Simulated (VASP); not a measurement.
SiNi: relaxation of shape and atoms at fixed volume with PBEsol

Crystal: SiNi.

```
CELL_PARAMETERS angstrom
3.13366 0.00000 0.00000
0.00000 3.32234 0.00000
0.00000 0.00000 4.78191
ATOMIC_POSITIONS crystal
Si 0.00000 0.00000 0.15910
Si 0.50000 0.50000 0.84090
Ni 0.00000 0.00000 0.65885
Ni 0.50000 0.50000 0.34115
```

| Property | Result |
| --- | --- |
| Program | VASP 6.6.1 |
| Task | relaxation of shape and atoms at fixed volume |
| Functional | PBEsol |
| Potentials or basis | VASP PAW PBE potentials, release 64 (Si, Ni) |
| Cutoff | 600 eV |
| k mesh | 14 × 12 × 10 |
| Occupations | gaussian, width 0.1 eV |
| Spin | no spin polarisation |
| Dipole correction | no |
| Further INCAR settings | ALGO = Normal; EDIFF = 1e-07; IBRION = 2; EDIFFG = -0.01; NSW = 50; ISIF = 4 |

* Energy gained by relaxing: 0.6 meV/atom
* Ionic steps: 7
* Pressure after relaxing: -14.0 GPa
* Largest force after relaxing: 0.007 eV/Å
* Band gap on the k mesh: zero (bands 14 and 15 overlap by 2.62 eV)

Forces on the atoms (eV/Å):
```
Si   0.000  0.000 -0.007
Si   0.000  0.000  0.007
Ni   0.000  0.000 -0.005
Ni   0.000  0.000  0.005
```

Stress tensor (GPa, compression positive):
```
-13.97   0.00   0.00
  0.00 -14.09   0.00
  0.00   0.00 -14.08
```

The path:
```tsv
step	energy change (eV)	largest force (eV/Å)	pressure (GPa)	volume (Å³)
1	0.0000	0.0819	-14.46	49.78
2	-0.0020	0.0211	-14.15	49.78
3	-0.0021	0.0119	-14.05	49.78
4	-0.0021	0.0110	-14.10	49.78
5	-0.0022	0.0025	-14.05	49.78
6	-0.0023	0.0193	-14.02	49.78
7	-0.0023	0.0066	-14.05	49.78
```

Final structure:
```yaml
crystal:
  lattice:
    - [3.15468, 0.00000, 0.00000]
    - [0.00000, 3.31589, 0.00000]
    - [0.00000, 0.00000, 4.75930]
  atoms:
    - { symbol: Si, position: [0.00000, 0.00000, 0.16010] }
    - { symbol: Si, position: [0.50000, 0.50000, 0.83990] }
    - { symbol: Ni, position: [0.00000, 0.00000, 0.66021] }
    - { symbol: Ni, position: [0.50000, 0.50000, 0.33979] }
```

Levels at points of the mesh, in eV from the Fermi level:
```csv
k point,band 12,band 13,band 14,band 15,band 16,band 17
"(0.00, 0.00, 0.00)",-1.86,-1.86,-0.76,0.32,2.82,4.78
"(0.50, 0.00, 0.00)",-2.28,-1.60,-1.60,1.46,1.46,3.49
"(0.00, 0.50, 0.00)",-2.13,-1.84,-1.84,1.22,1.22,4.10
"(0.50, 0.50, 0.00)",-1.78,-1.58,-1.58,1.28,1.28,1.86
"(0.00, 0.00, 0.50)",-1.91,1.38,2.12,2.12,2.24,2.60
"(0.50, 0.00, 0.50)",-1.96,-1.44,-1.44,3.82,3.82,5.18
"(0.00, 0.50, 0.50)",-1.88,-1.70,-1.70,4.51,4.51,5.29
"(0.50, 0.50, 0.50)",-1.79,-1.55,-1.55,-0.31,-0.31,0.70
```

Run time: 28 min on 1 thread of Oxide Virtual Turin-like Processor, with other jobs on the host, peak memory 0.42 GiB.

Caveat: the PAW data sets were made with another functional, which shifts forces and pressure a little. Spin polarisation is off, so any magnetic state and its effect on volume and gap are missing.
